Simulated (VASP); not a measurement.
# PbF2 (R3m) in VASP: further runs

Runs on PbF2. Level: r2SCAN. Tasks: single point.

Everything below comes from runs of VASP 6.6.1. Logs are shortened: lines on timing, memory, paths and dates and some standing lists are left out, and cuts for length are marked.

## (1) The cell of the first run

Symmetry: R3m, No. 160, trigonal system. The conventional cell has a = 4.200 Å, b = 4.200 Å, c = 10.288 Å, α = 90.00°, β = 90.00°, γ = 120.00°. Pb (site symmetry 3m) has 7 F at 2.07 to 2.78 Å within 2.8 Å. F (site symmetry 3m) has 4 Pb at 2.45 to 3.07 Å and 6 F at 2.97 Å within 3.2 Å. F (site symmetry 3m) has 4 Pb at 2.07 to 2.78 Å within 2.8 Å.

## (2) Single point, r2SCAN

Contents of POSCAR:

```
PbF2
1.0
    0.0000000000      2.9698500000      2.9698500000
    2.9698500000      0.0000000000      2.9698500000
    2.9698500000      2.9698500000      0.0000000000
Pb F
1 2
Direct
    0.1458028863     -0.0486009621     -0.0486009621
    0.2500000000      0.2500000000      0.2500000000
    0.7500000000      0.7500000000      0.7500000000
```

Contents of INCAR.step1:

```
SYSTEM = PbF2
ALGO = Normal
EDIFF = 1E-4
ENCUT = 520
GGA = PE
ISMEAR = 0
LASPH = .True.
LCHARG = .False.
LREAL = .False.
LWAVE = .True.
NBANDS = 21
NELM = 60
PREC = Accurate
SIGMA = 0.05
```

Contents of INCAR.step2:

```
SYSTEM = PbF2
ALGO = Normal
EDIFF = 1E-7
ENCUT = 520
ISIF = 2
ISMEAR = 0
ISTART = 1
LASPH = .True.
LCHARG = .True.
LELF = .True.
LMIXTAU = .True.
LREAL = .False.
LVHAR = .True.
LWAVE = .False.
METAGGA = R2SCAN
NBANDS = 21
NELM = 60
PREC = Accurate
SIGMA = 0.05
```

Contents of KPOINTS:

```
k-points
0
Gamma
  8 8 8
  0 0 0
```

Potentials or basis: VASP PAW PBE potentials, release 64 (Pb_d, F).

Command:

```bash
$ cat potpaw_PBE.64/Pb_d/POTCAR potpaw_PBE.64/F/POTCAR > POTCAR
$ cp INCAR.step1 INCAR
$ mpirun -np 1 vasp_std > vasp.out
$ cp INCAR.step2 INCAR
$ mpirun -np 1 vasp_std > vasp.out
```

OUTCAR:

```text
SYSTEM = PbF2
   EDIFF = 1E-7
   ENCUT = 520
   ISIF = 2
   ISMEAR = 0
   ISTART = 1
   LASPH = .True.
   LREAL = .False.
   METAGGA = R2SCAN
   NELM = 60
   PREC = Accurate

 ion  position               nearest neighbor table
   1  0.146  0.951  0.951-   3 2.07   2 2.45   2 2.45   2 2.45   3 2.78   3 2.78   3 2.78
   2  0.250  0.250  0.250-   1 2.45   1 2.45   1 2.45
   3  0.750  0.750  0.750-   1 2.07   1 2.78   1 2.78   1 2.78

  LATTYP: Found a face centered cubic cell.
 ALAT       =     5.9397000000

  Lattice vectors:

 A1 = (   0.0000000000,   2.9698500000,   2.9698500000)
 A2 = (   2.9698500000,   0.0000000000,   2.9698500000)
 A3 = (   2.9698500000,   2.9698500000,   0.0000000000)

Analysis of symmetry for initial positions (statically):
=====================================================================
 Subroutine PRICEL returns:
 Original cell was already a primitive cell.

 Routine SETGRP: Setting up the symmetry group for a
 face centered cubic supercell.

 Subroutine GETGRP returns: Found  6 space group operations
 (whereof  6 operations were pure point group operations)
 out of a pool of 48 trial point group operations.

The static configuration has the point symmetry C_3v.

Analysis of symmetry for dynamics (positions and initial velocities):
=====================================================================
 Subroutine PRICEL returns:
 Original cell was already a primitive cell.

 Routine SETGRP: Setting up the symmetry group for a
 face centered cubic supercell.

 Subroutine GETGRP returns: Found  6 space group operations
 (whereof  6 operations were pure point group operations)
 out of a pool of 48 trial point group operations.

The dynamic configuration has the point symmetry C_3v.

 Subroutine INISYM returns: Found  6 space group operations
 (whereof  6 operations are pure point group operations),
 and found     1 'primitive' translations

----------------------------------------------------------------------------------------

                                     Primitive cell

  volume of cell :      52.3882

  direct lattice vectors                    reciprocal lattice vectors
     0.000000000  2.969850000  2.969850000    -0.168358671  0.168358671  0.168358671
     2.969850000  0.000000000  2.969850000     0.168358671 -0.168358671  0.168358671
     2.969850000  2.969850000  0.000000000     0.168358671  0.168358671 -0.168358671

  length of vectors
     4.200002148  4.200002148  4.200002148     0.291605773  0.291605773  0.291605773

  position of ions in fractional coordinates (direct lattice)
     0.145802886  0.951399038  0.951399038
     0.250000000  0.250000000  0.250000000
     0.750000000  0.750000000  0.750000000

  ion indices of the primitive-cell ions
   primitive index   ion index
                 1           1
                 2           2
                 3           3

----------------------------------------------------------------------------------------

 KPOINTS: k-points

Automatic generation of k-mesh.
 Grid dimensions read from file:
 generate k-points for:    8    8    8

 Generating k-lattice:

  Cartesian coordinates                     Fractional coordinates (reciprocal lattice)
    -0.021044834  0.021044834  0.021044834     0.125000000  0.000000000  0.000000000
     0.021044834 -0.021044834  0.021044834     0.000000000  0.125000000  0.000000000
     0.021044834  0.021044834 -0.021044834     0.000000000  0.000000000  0.125000000

  Length of vectors
     0.036450722  0.036450722  0.036450722

  Shift w.r.t. Gamma in fractional coordinates (k-lattice)
     0.000000000  0.000000000  0.000000000

 Subroutine IBZKPT returns following result:
 ===========================================

 Found     65 irreducible k-points:

 Following reciprocal coordinates:
            Coordinates               Weight
  0.000000  0.000000  0.000000      1.000000
  0.125000  0.000000  0.000000      2.000000
  0.000000  0.125000  0.000000      6.000000
  0.250000  0.000000  0.000000      2.000000
  0.000000  0.250000  0.000000      6.000000
  0.375000  0.000000  0.000000      2.000000
[... 16 lines left out ...]
 -0.250000  0.125000  0.000000      6.000000
  0.000000 -0.250000  0.125000     12.000000
 [... further k-points ...]
   k-points           NKPTS =     65   k-points in BZ     NKDIM =     65   number of bands    NBANDS=     21
   number of dos      NEDOS =    301   number of ions     NIONS =      3
   total plane-waves  NPLWV =  32768
   dimension x,y,z NGX =    32 NGY =   32 NGZ =   32
   dimension x,y,z NGXF=    64 NGYF=   64 NGZF=   64
   ions per type =               1   2
   NGX,Y,Z   is equivalent  to a cutoff of  12.67, 12.67, 12.67 a.u.
   NGXF,Y,Z  is equivalent  to a cutoff of  25.33, 25.33, 25.33 a.u.
 SYSTEM =  PbF2
   PREC   = accura    normal or accurate (medium, high low for compatibility)
   ISTART =      1    job   : 0-new  1-cont  2-samecut
   ICHARG =      0    charge: 1-file 2-atom 10-const
   ISPIN  =      1    spin polarized calculation?
   LNONCOLLINEAR =      F non collinear calculations
   LSORBIT =      F    spin-orbit coupling
   LASPH  =      T    aspherical Exc in radial PAW
   ENCUT  =  520.0 eV  38.22 Ry    6.18 a.u.   7.81  7.81  7.81*2*pi/ulx,y,z
   NELM   =     60;   NELMIN=  2; NELMDL=  0     # of ELM steps
   EDIFF  = 0.1E-06   stopping-criterion for ELM
   LREAL  =      F    real-space projection
   EDIFFG = 0.1E-05   stopping-criterion for IOM
   NSW    =      0    number of steps for IOM
   IBRION =     -1    ionic relax: 0-MD 1-quasi-New 2-CG
   NFREE  =      0    steps in history (QN), initial steepest desc. (CG)
   ISIF   =      2    stress and relaxation
   ISYM   =      2    0-nonsym 1-usesym 2-fastsym
   POTIM  = 0.5000    time-step for ionic-motion
   TEBEG  =    0.0;   TEEND  =   0.0 temperature during run
   PSTRESS=    0.0 pullay stress
   NELECT =      28.0000    total number of electrons
   NUPDOWN=      -1.0000    fix difference up-down
   EMIN   =  10.00;   EMAX   =-10.00  energy-range for DOS
   EFERMI =   0.00;   METHOD = LEGACY
   ISMEAR =     0;   SIGMA  =   0.05  broadening in eV -4-tet -1-fermi 0-gaus
   EFERMI_NEDOS =   21; number of points for ismear=-14 and -15
   IALGO  =     38    algorithm
   IMIX   =      4    mixing-type and parameters
     AMIX     =   0.40;   BMIX     =  1.00
     AMIX_MAG =   1.60;   BMIX_MAG =  1.00
  volume/ion in A,a.u.               =      17.46       117.84
  Fermi-wavevector in a.u.,A,eV,Ry     =   1.328566  2.510625 24.015460  1.765086
  Thomas-Fermi vector in A             =   2.457794
   LORBIT       =      0    0 simple, 1 ext, 2 COOP (PROOUT), +10 PAW based schemes
   METAGGA = R2SCAN    functional components
   LHFCALC =     F    Hartree Fock is set to
   AEXX    =    0.0000 exact exchange contribution
   IVDW    =     0    specifies the selected vdW correction
   LEPSILON=     F    determine dielectric tensor
   LRPA    =     F    only Hartree local field effects (RPA)
 non-spin polarized calculation
 Gauss-broadening in eV      SIGMA  =   0.05
  energy-cutoff  :      520.00
  volume of cell :       52.39
 maximum number of plane-waves:      1424
   NGX = 15   NGY = 15   NGZ = 15

 number of electron      28.0000011 magnetization

 Free energy of the ion-electron system (eV)
  ---------------------------------------------------
  ext. energy  EPLUGINS =         0.00000000
  ---------------------------------------------------
  free energy    TOTEN  =       -69.79513741 eV

  energy without entropy =      -69.79513741  energy(sigma->0) =      -69.79513741

 E-fermi :   1.9058     XC(G=0):  -9.9401

 val. band max:        1.6491750651   @ k =  -0.2500   0.5000   0.2500
 cond. band min:       6.6087114526   @ k =   0.5000   0.5000   0.0000
 fundamental gap:      4.9595363874
 Fermi energy:         1.9058150404

 k-point     1 :       0.0000    0.0000    0.0000
  band No.  band energies     occupation
      1     -21.4426      2.00000
      2     -20.7004      2.00000
      3     -13.3061      2.00000
      4     -13.3061      2.00000
      5     -13.1995      2.00000
      6     -13.1995      2.00000
[... 13 lines left out ...]
     20      16.8696      0.00000
     21      18.1979      0.00000

 k-point     2 :       0.1250    0.0000    0.0000
  band No.  band energies     occupation
      1     -21.4217      2.00000
      2     -20.7145      2.00000
      3     -13.3042      2.00000
      4     -13.3042      2.00000
      5     -13.1939      2.00000
      6     -13.1939      2.00000
[... 13 lines left out ...]
     20      16.5569      0.00000
     21      17.9697      0.00000

 k-point     3 :       0.0000    0.1250    0.0000
  band No.  band energies     occupation
      1     -21.4250      2.00000
      2     -20.7114      2.00000
      3     -13.3019      2.00000
      4     -13.2962      2.00000
      5     -13.2022      2.00000
      6     -13.1997      2.00000
[... 13 lines left out ...]
     20      16.6307      0.00000
     21      18.1214      0.00000

 k-point     4 :       0.2500    0.0000    0.0000
  band No.  band energies     occupation
      1     -21.3715      2.00000
      2     -20.7465      2.00000
      3     -13.3022      2.00000
      4     -13.3022      2.00000
      5     -13.1774      2.00000
      6     -13.1774      2.00000
[... 13 lines left out ...]
     20      16.0741      0.00000
     21      17.5922      0.00000

 k-point     5 :       0.0000    0.2500    0.0000
  band No.  band energies     occupation
      1     -21.3827      2.00000
      2     -20.7362      2.00000
      3     -13.2761      2.00000
      4     -13.2722      2.00000
      5     -13.2084      2.00000
      6     -13.1961      2.00000
[... 13 lines left out ...]
     20      16.3197      0.00000
     21      17.3506      0.00000
[... 382 lines left out ...]
     20      16.5007      0.00000
     21      17.6731      0.00000

 k-point    22 :       0.1250    0.0000   -0.3750
  band No.  band energies     occupation
      1     -21.3241      2.00000
      2     -20.7686      2.00000
      3     -13.2448      2.00000
      4     -13.2206      2.00000
      5     -13.2101      2.00000
      6     -13.1597      2.00000
[... 13 lines left out ...]
     20      16.5589      0.00000
     21      17.6359      0.00000

 k-point    23 :      -0.2500    0.1250    0.0000
  band No.  band energies     occupation
      1     -21.3466      2.00000
      2     -20.7600      2.00000
      3     -13.2924      2.00000
      4     -13.2877      2.00000
      5     -13.1825      2.00000
      6     -13.1626      2.00000
[... 13 lines left out ...]
     20      16.4961      0.00000
     21      18.1957      0.00000

 k-point    24 :       0.0000   -0.2500    0.1250
  band No.  band energies     occupation
      1     -21.3605      2.00000
      2     -20.7473      2.00000
      3     -13.2790      2.00000
      4     -13.2285      2.00000
      5     -13.2090      2.00000
      6     -13.2007      2.00000
[... 13 lines left out ...]
     20      16.4093      0.00000
     21      18.0173      0.00000

 [... further k-points ...]

------------------------ aborting loop because EDIFF is reached ----------------------------------------

  FORCE on cell =-STRESS in cart. coord.  units (eV):
  Direction    XX          YY          ZZ          XY          YZ          ZX
  --------------------------------------------------------------------------------------
  -------------------------------------------------------------------------------------
  Total        2.0697890      2.0697890      2.0697890     -1.3769903      1.3769903     -1.3769903
  in kB       63.2999131     63.2999131     63.2999131    -42.1121998     42.1121998    -42.1121998
  external PRESSURE =      63.2999131 kB  Pullay stress =       0.0000000 kB

 VOLUME and BASIS-vectors are now :
 -----------------------------------------------------------------------------
  energy-cutoff  :      520.00
  volume of cell :       52.39
      direct lattice vectors                 reciprocal lattice vectors
     0.000000000  2.969850000  2.969850000    -0.168358671  0.168358671  0.168358671
     2.969850000  0.000000000  2.969850000     0.168358671 -0.168358671  0.168358671
     2.969850000  2.969850000  0.000000000     0.168358671  0.168358671 -0.168358671

 POSITION                                       TOTAL-FORCE (eV/Angst)
 -----------------------------------------------------------------------------------
      5.65102      3.25853      3.25853         1.386628     -1.386628     -1.386628
      1.48493      1.48493      1.48493        -0.123719      0.123719      0.123719
      4.45477      4.45477      4.45477        -1.262909      1.262909      1.262909
 -----------------------------------------------------------------------------------
    total drift:                               -0.003761      0.003755      0.003755

  FREE ENERGIE OF THE ION-ELECTRON SYSTEM (eV)
  ---------------------------------------------------
  free  energy   TOTEN  =       -69.7951374090 eV

  energy  without entropy=      -69.7951374090  energy(sigma->0) =      -69.79513741
```

Run time: 6.7 min. Hardware: 1 thread of Oxide Virtual Turin-like, shared host; peak memory 0.2 GiB.

Results:

```yaml
Free_energy: -69.7951 eV
Pressure: 6.3 GPa
Largest_force: 2.402 eV/Å
Band_gap_on_the_k_mesh: 4.96 eV (least direct gap 5.21 eV)
```

Forces in eV/Å, atoms in the order of the input:
```
Pb   1.387 -1.387 -1.387
F   -0.124  0.124  0.124
F   -1.263  1.263  1.263
```

Caveat: the cell differs from its parent crystal (all Pb atoms moved -0.500 Å, as atom 1 towards its neighbour atom 2 (F) at 2.572 Å); the cell stands under pressure; the PAW data sets were made with another functional, which shifts forces and pressure a little; spin-orbit coupling is left out, which moves the levels of the heavy elements.

## (3) Single point, r2SCAN

Changes to POSCAR since step 2:

```diff
@@ -8,3 +8,3 @@
 Direct
-    0.1458028863     -0.0486009621     -0.0486009621
+   -0.1093521647      0.0364507216      0.0364507216
     0.2500000000      0.2500000000      0.2500000000
```

Contents of INCAR.step1:

```
ALGO = Normal
EDIFF = 1E-4
ENCUT = 520
GGA = PE
ISMEAR = 0
LASPH = T
LCHARG = F
LREAL = F
LWAVE = T
NBANDS = 21
NELM = 100
PREC = Accurate
SIGMA = 0.05
```

Contents of INCAR.step2:

```
ALGO = Normal
EDIFF = 1E-6
ENCUT = 520
ISIF = 2
ISMEAR = 0
ISTART = 1
LASPH = T
LCHARG = F
LMIXTAU = T
LREAL = F
LWAVE = F
METAGGA = R2SCAN
NBANDS = 21
NELM = 100
PREC = Accurate
SIGMA = 0.05
```

Contents of KPOINTS:

```
k-points
0
Gamma
  8 8 8
```

Potentials or basis: VASP PAW PBE potentials, release 64 (Pb_d, F).

Command:

```bash
$ cat potpaw_PBE.64/Pb_d/POTCAR potpaw_PBE.64/F/POTCAR > POTCAR
$ cp INCAR.step1 INCAR
$ mpirun -np 1 vasp_std > vasp.out
$ cp INCAR.step2 INCAR
$ mpirun -np 1 vasp_std > vasp.out
```

OUTCAR:

```text
EDIFF = 1E-6
   ENCUT = 520
   ISIF = 2
   ISMEAR = 0
   ISTART = 1
   LASPH = T
   LREAL = F
   METAGGA = R2SCAN
   NELM = 100
   PREC = Accurate

 ion  position               nearest neighbor table
   1  0.891  0.036  0.036-   2 2.20   3 2.47   3 2.47   3 2.47   2 2.72   2 2.72   2 2.72   3 2.95

   2  0.250  0.250  0.250-   1 2.20   1 2.72   1 2.72   1 2.72
   3  0.750  0.750  0.750-   1 2.47   1 2.47   1 2.47   1 2.95

  LATTYP: Found a face centered cubic cell.
[... 770 lines left out ...]

  FORCE on cell =-STRESS in cart. coord.  units (eV):
  Direction    XX          YY          ZZ          XY          YZ          ZX
  --------------------------------------------------------------------------------------
  -------------------------------------------------------------------------------------
  Total        0.9338849      0.9338849      0.9338849     -0.6134068      0.6134068     -0.6134068
  in kB       28.5608015     28.5608015     28.5608015    -18.7596886     18.7596886    -18.7596886
  external PRESSURE =      28.5608015 kB  Pullay stress =       0.0000000 kB

 VOLUME and BASIS-vectors are now :
 -----------------------------------------------------------------------------
  energy-cutoff  :      520.00
  volume of cell :       52.39
      direct lattice vectors                 reciprocal lattice vectors
     0.000000000  2.969850000  2.969850000    -0.168358671  0.168358671  0.168358671
     2.969850000  0.000000000  2.969850000     0.168358671 -0.168358671  0.168358671
     2.969850000  2.969850000  0.000000000     0.168358671  0.168358671 -0.168358671

 POSITION                                       TOTAL-FORCE (eV/Angst)
 -----------------------------------------------------------------------------------
      0.21651      2.75334      2.75334        -0.664563      0.664563      0.664563
      1.48493      1.48493      1.48493         0.572953     -0.572953     -0.572953
      4.45477      4.45477      4.45477         0.091610     -0.091610     -0.091610
 -----------------------------------------------------------------------------------
    total drift:                                0.000647     -0.000648     -0.000648

  FREE ENERGIE OF THE ION-ELECTRON SYSTEM (eV)
  ---------------------------------------------------
  free  energy   TOTEN  =       -70.0086083016 eV

  energy  without entropy=      -70.0086083016  energy(sigma->0) =      -70.00860830
```

Wall time 5.1 min (1 thread of Oxide Virtual Turin-like, shared host); peak memory 0.19 GiB.

Results:

```
Free energy            : -70.0086 eV
Pressure               : 2.9 GPa
Largest force          : 1.151 eV/Å
Band gap on the k mesh : 4.96 eV (least direct gap 5.18 eV)
```

Forces in eV/Å, atoms in the order of the input:
```
Pb  -0.665  0.665  0.665
F    0.573 -0.573 -0.573
F    0.092 -0.092 -0.092
```

Levels at points of the mesh, in eV from the valence-band top:
```csv
k point,band 11,band 12,band 13,band 14,band 15,band 16,band 17,band 18
"(0.00, 0.00, 0.00)",-2.92,-2.28,-2.28,-2.15,7.24,7.24,7.94,10.44
"(0.50, 0.00, 0.00)",-3.03,-2.55,-2.55,-0.17,5.52,8.17,8.17,13.17
"(0.00, 0.50, 0.00)",-3.08,-2.51,-2.36,-0.12,5.22,8.17,8.63,13.25
"(0.50, 0.50, 0.00)",-2.12,-2.01,-1.79,-0.21,4.96,8.06,8.41,9.49
```

Caveat: the cell differs from its parent crystal (all Pb atoms moved +0.375 Å, as atom 1 towards its neighbour atom 2 (F) at 2.572 Å); the PAW data sets were made with another functional, which shifts forces and pressure a little; spin-orbit coupling is left out, which moves the levels of the heavy elements.

(Continued in part 2 of 2.)
